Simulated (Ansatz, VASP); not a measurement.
Si in VASP and in Ansatz

POSCAR

```
Si
1.0
    0.0000000000      2.7221188962      2.7221188962
    2.7221188962      0.0000000000      2.7221188962
    2.7221188962      2.7221188962      0.0000000000
Si
2
Direct
    0.0000000000      0.0000000000      0.0000000000
    0.2500000000      0.2500000000      0.2500000000
```

Contents of INCAR.step1:

```
SYSTEM = Si
PREC = Accurate
ENCUT = 520
EDIFF = 1E-5
ISMEAR = 0
SIGMA = 0.01
LREAL = .False.
LASPH = .True.
NELM = 60
ALGO = Normal
ISIF = 2
LWAVE = .True.
LCHARG = .False.
NBANDS = 11
GGA = PE
```

Contents of INCAR.step2:

```
SYSTEM = Si
PREC = Accurate
ENCUT = 520
EDIFF = 1E-6
ISMEAR = 0
SIGMA = 0.01
LREAL = .False.
LASPH = .True.
NELM = 60
ALGO = Normal
ISIF = 2
LWAVE = .False.
LCHARG = .False.
GGA = PE
LHFCALC = .True.
AEXX = 0.05
HFSCREEN = 0.3
PRECFOCK = Normal
NBANDS = 11
ISTART = 1
```

File KPOINTS:

```
Automatic mesh
0
Gamma
  4 4 4
  0 0 0
```

Input for Ansatz:

```yaml
crystal:
  lattice:
    - [0.0, 2.7221188962, 2.7221188962]
    - [2.7221188962, 0.0, 2.7221188962]
    - [2.7221188962, 2.7221188962, 0.0]
  atoms:
    - { symbol: Si, position: [0.0, 0.0, 0.0] }
    - { symbol: Si, position: [0.25, 0.25, 0.25] }
kpoints:
  mp_grid: { grid: [4, 4, 4] }
hamiltonian:
  xc: { exchange: pbe, correlation: pbe, exx: { coeff: 0.05, omega: 0.3 } }
scf:
  occupations: { method: fixed }
  n_extra_bands: 4
output:
  forces: true
  stress: true
  eigenvalues: true
```

Alike in both runs: task single point; functional PBE-based screened hybrid with a share of 0.05 of exact exchange and HFSCREEN = 0.3; k mesh 4 × 4 × 4; no spin polarisation.

|  | VASP | Ansatz |
| --- | --- | --- |
| version | VASP 6.6.1 | Ansatz 0.2.0 |
| potentials or method | VASP PAW PBE potentials, release 64 (Si) | plane waves |
| plane-wave cutoff (eV) | 520 | 420 |
| occupations | gaussian, width 0.01 eV | fixed |
| valence electrons in the cell | 8 | 8 |

```csv
,VASP,Ansatz,Ansatz less VASP
gap on the k mesh at the Fermi level (eV),0.80,0.79,-0.004
pressure (GPa),1.5,1.6,+0.13
```

VASP's potentials were made for PBE, not for PBE-based screened hybrid. Ansatz's warnings: stress exchange threshold loose, stress scf threshold loose.

The k mesh is coarse, so the values compare programs but aren't converged.
